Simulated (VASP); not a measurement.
# InSe2 (P4/nmm) in VASP: notebook, part 2 of 2

VASP 6.6.1. The steps go on from the part before.

## 3. Single point, PBE

The input, INCAR:

```
PREC = Accurate
ENCUT = 520
EDIFF = 1E-6
ISMEAR = 0
SIGMA = 0.1
LREAL = False
LASPH = True
NELM = 60
ALGO = Normal
ISIF = 2
LWAVE = False
LCHARG = False
GGA = PE
NBANDS = 34
```

The input, KPOINTS:

```
Automatic mesh
0
Gamma
  1 1 1
```

The input, POSCAR:

```
InSe2
1.0
    3.8948930000      0.0000000000      0.0000000000
    0.0000000000      3.8948930000      0.0000000000
    0.0000000000      0.0000000000      9.6262310000
In Se
2 4
Direct
    0.0000000000      0.5000000000      0.7064680000
    0.5000000000      0.0000000000      0.2935320000
    0.0000000000      0.5000000000      0.3662120000
    0.5000000000      0.0000000000      0.6337880000
    0.0000000000      0.0000000000      0.0000000000
    0.5000000000      0.5000000000      0.0000000000
```

Potentials or basis: VASP PAW PBE potentials, release 64 (In_d, Se).

Command:

```console
$ cat potpaw_PBE.64/In_d/POTCAR potpaw_PBE.64/Se/POTCAR > POTCAR
$ mpirun -np 1 vasp_gam > vasp.out
```

Run time: 42 s. Hardware: 1 thread of Intel Xeon 8259CL, shared host; peak memory 0.22 GiB.

Results (log left out):

- Free energy: -13.4768 eV
- Pressure: 15.8 GPa
- Largest force: 2.793 eV/Å

Forces in eV/Å, atoms in the order of the input:
```
In   0.000  0.000 -2.793
In   0.000  0.000  2.793
Se   0.000  0.000  0.293
Se   0.000  0.000 -0.293
Se   0.000  0.000  0.000
Se   0.000  0.000  0.000
```

Stress tensor (GPa, compression positive):
```
22.50  0.00  0.00
 0.00 22.50  0.00
 0.00  0.00  2.46
```

Levels at points of the mesh, in eV from the Fermi level:
| k point | band 22 | band 23 | band 24 | band 25 | band 26 | band 27 | band 28 | band 29 |
| --- | --- | --- | --- | --- | --- | --- | --- | --- |
| (0.00, 0.00, 0.00) | -1.15 | -1.09 | -0.48 | -0.48 | 0.48 | 0.48 | 0.90 | 2.37 |

Caveat: the k points lie up to 1.61 Å⁻¹ apart; spin-orbit coupling is left out, which moves the levels of the heavy elements; forces of over 1 eV/Å act on the atoms, so gaps and moduli don't describe the material at rest.

## 4. Single point, PBE

The input, INCAR:

```
SYSTEM = InSe2
PREC = Accurate
ENCUT = 520
EDIFF = 1E-6
ISMEAR = 0
SIGMA = 0.1
LREAL = .FALSE.
LASPH = .TRUE.
NELM = 80
ALGO = Normal
ISIF = 2
LWAVE = .FALSE.
LCHARG = .FALSE.
GGA = PE
NBANDS = 34
```

The input, KPOINTS:

```
Automatic mesh
0
G
  2 2 1
  0 0 0
```

POSCAR is that of step 3.

Command:

```console
$ cat potpaw_PBE.64/In_d/POTCAR potpaw_PBE.64/Se/POTCAR > POTCAR
$ mpirun -np 1 vasp_std > vasp.out
```

Wall time 74 s (1 thread of Intel Xeon 8259CL, shared host); peak memory 0.24 GiB.

It converged, with:

```
Free energy            : -19.7648 eV
Pressure               : 2.3 GPa
Largest force          : 0.259 eV/Å
Band gap on the k mesh : zero (bands 25 and 26 overlap by 1.38 eV)
```

Forces on the atoms (eV/Å):
```
In   0.000  0.000  0.181
In   0.000  0.000 -0.181
Se   0.000  0.000  0.259
Se   0.000  0.000 -0.259
Se   0.000  0.000  0.000
Se   0.000  0.000  0.000
```

Stress tensor (GPa, compression positive):
```
 4.38  0.00  0.00
 0.00  4.38  0.00
 0.00  0.00 -1.99
```

Levels at points of the mesh, in eV from the Fermi level:
```csv
k point,band 23,band 24,band 25,band 26,band 27,band 28,band 29,band 30
"(0.00, 0.00, 0.00)",-0.82,-0.82,1.22,1.46,4.17,4.17,4.48,5.35
"(0.50, 0.00, 0.00)",-0.06,-0.06,-0.04,-0.04,2.68,2.68,4.01,4.01
"(0.50, 0.50, 0.00)",-0.49,-0.49,-0.16,-0.16,3.73,3.73,4.84,4.84
```

Caveat: the k points lie up to 0.81 Å⁻¹ apart, too coarse for converged energies and pressures of a metal; spin-orbit coupling is left out, which moves the levels of the heavy elements.

## 5. Single point, PBE

The input, INCAR:

```
ALGO = Normal ; EDIFF = 1E-6
ENCUT = 520 ; GGA = PE
ISIF = 2 ; ISMEAR = 0
LASPH = T ; LCHARG = T
LELF = T ; LREAL = F
LVHAR = T ; LWAVE = F
NBANDS = 34 ; NELM = 100
PREC = Accurate ; SIGMA = 0.1
```

The input, KPOINTS:

```
k-points
0
Gamma
  4 4 1
```

POSCAR is that of step 4.

Command:

```console
$ cat potpaw_PBE.64/In_d/POTCAR potpaw_PBE.64/Se/POTCAR > POTCAR
$ mpirun -np 1 vasp_std > vasp.out
```

Wall time 85 s (1 thread of Intel Xeon 8259CL, shared host); peak memory 0.24 GiB.

The run converged. Its results:

* Free energy: -20.4711 eV
* Pressure: -0.3 GPa
* Largest force: 0.235 eV/Å
* Band gap on the k mesh: zero (bands 25 and 26 overlap by 1.60 eV)

Forces on the atoms (eV/Å):
```
In   0.000  0.000 -0.235
In   0.000  0.000  0.235
Se   0.000  0.000  0.051
Se   0.000  0.000 -0.051
Se   0.000  0.000  0.000
Se   0.000  0.000  0.000
```

Stress tensor (GPa, compression positive):
```
-0.41  0.00  0.00
 0.00 -0.41  0.00
 0.00  0.00 -0.10
```

Levels at points of the mesh, in eV from the Fermi level:
```
           k point  band 23  band 24  band 25  band 26  band 27  band 28
(0.00, 0.00, 0.00)    -1.12    -1.12     0.62     1.14     3.20     3.20
(0.50, 0.00, 0.00)    -0.86    -0.86    -0.38    -0.38     2.26     2.26
(0.50, 0.50, 0.00)    -1.07    -1.07    -0.49    -0.49     3.25     3.25
```

Caveat: the k points lie up to 0.65 Å⁻¹ apart, too coarse for converged energies and pressures of a metal; spin-orbit coupling is left out, which moves the levels of the heavy elements.

## 6. Single point, PBE

The input, INCAR:

```
PREC = Accurate
ENCUT = 520
EDIFF = 1E-6
ISMEAR = 0
SIGMA = 0.1
LREAL = False
LASPH = True
NELM = 60
ALGO = Normal
ISIF = 2
LWAVE = False
LCHARG = False
GGA = PE
NBANDS = 34
```

The input, KPOINTS:

```
Automatic mesh
0
Gamma
  4 4 2
```

POSCAR is that of step 5.

Potentials or basis: VASP PAW PBE potentials, release 64 (In_d, Se).

Command:

```console
$ cat potpaw_PBE.64/In_d/POTCAR potpaw_PBE.64/Se/POTCAR > POTCAR
$ mpirun -np 1 vasp_std > vasp.out
```

Wall time 84 s (1 thread of Intel Xeon 8259CL, shared host); peak memory 0.26 GiB.

The run converged. Its results:

* Free energy: -20.2550 eV
* Pressure: 0.2 GPa
* Largest force: 0.152 eV/Å
* Band gap on the k mesh: zero (bands 25 and 26 overlap by 2.03 eV)

Forces in eV/Å, atoms in the order of the input:
```
In   0.000  0.000 -0.152
In   0.000  0.000  0.152
Se   0.000  0.000 -0.034
Se   0.000  0.000  0.034
Se   0.000  0.000  0.000
Se   0.000  0.000  0.000
```

Stress tensor (GPa, compression positive):
```
0.06 0.00 0.00
0.00 0.06 0.00
0.00 0.00 0.57
```

Levels at points of the mesh, in eV from the Fermi level:
```tsv
k point	band 21	band 22	band 23	band 24	band 25	band 26	band 27	band 28	band 29	band 30
(0.00, 0.00, 0.00)	-1.92	-1.58	-1.26	-1.26	0.54	1.00	3.16	3.16	3.70	4.79
(0.50, 0.00, 0.00)	-1.52	-1.52	-0.93	-0.93	-0.52	-0.52	2.12	2.12	3.53	3.53
(0.50, 0.50, 0.00)	-3.14	-3.14	-1.16	-1.16	-0.63	-0.63	3.11	3.11	4.36	4.36
(0.00, 0.00, 0.50)	-1.98	-1.20	-1.20	-0.76	0.54	1.05	2.47	3.17	3.17	3.93
(0.50, 0.00, 0.50)	-1.28	-1.28	-0.57	-0.57	-0.53	-0.53	1.58	1.58	3.88	3.88
(0.50, 0.50, 0.50)	-2.98	-2.98	-1.40	-1.40	-1.01	-1.01	3.93	3.93	4.79	4.79
```

Caveat: the k points lie up to 0.40 Å⁻¹ apart, too coarse for converged energies and pressures of a metal; spin-orbit coupling is left out, which moves the levels of the heavy elements.

## 7. The runs side by side

| task | level | potentials or basis | cell | k mesh | cutoff (eV) | gap on the mesh (eV) | pressure (GPa) | largest force (eV/Å) |
| --- | --- | --- | --- | --- | --- | --- | --- | --- |
| relaxation of cell and atoms | LDA | VASP PAW LDA potentials, release 64 (In_d, Se) | relaxed | 10 × 10 × 4 | 600 | none | 0.0 | 0.01 |
| single point | PBE | VASP PAW PBE potentials, release 64 (In_d, Se) | as given | 1 × 1 × 1 | 520 | - | 15.8 | 2.79 |
| single point | PBE | VASP PAW PBE potentials, release 64 (In_d, Se) | as given | 2 × 2 × 1 | 520 | none | 2.3 | 0.26 |
| single point | PBE | VASP PAW PBE potentials, release 64 (In_d, Se) | as given | 4 × 4 × 1 | 520 | none | -0.3 | 0.23 |
| single point | PBE | VASP PAW PBE potentials, release 64 (In_d, Se) | as given | 4 × 4 × 2 | 520 | none | 0.2 | 0.15 |

Alike in all rows: no spin polarisation; smearing gaussian 0.1 eV.

Caveats: some runs use coarse meshes; spin-orbit coupling is left out, which moves the levels of the heavy elements; forces of over 1 eV/Å act on the atoms, so gaps and moduli don't describe the material at rest (at least some runs).

Total energies depend on the potentials used, so only differences within one code and one set of settings carry meaning.
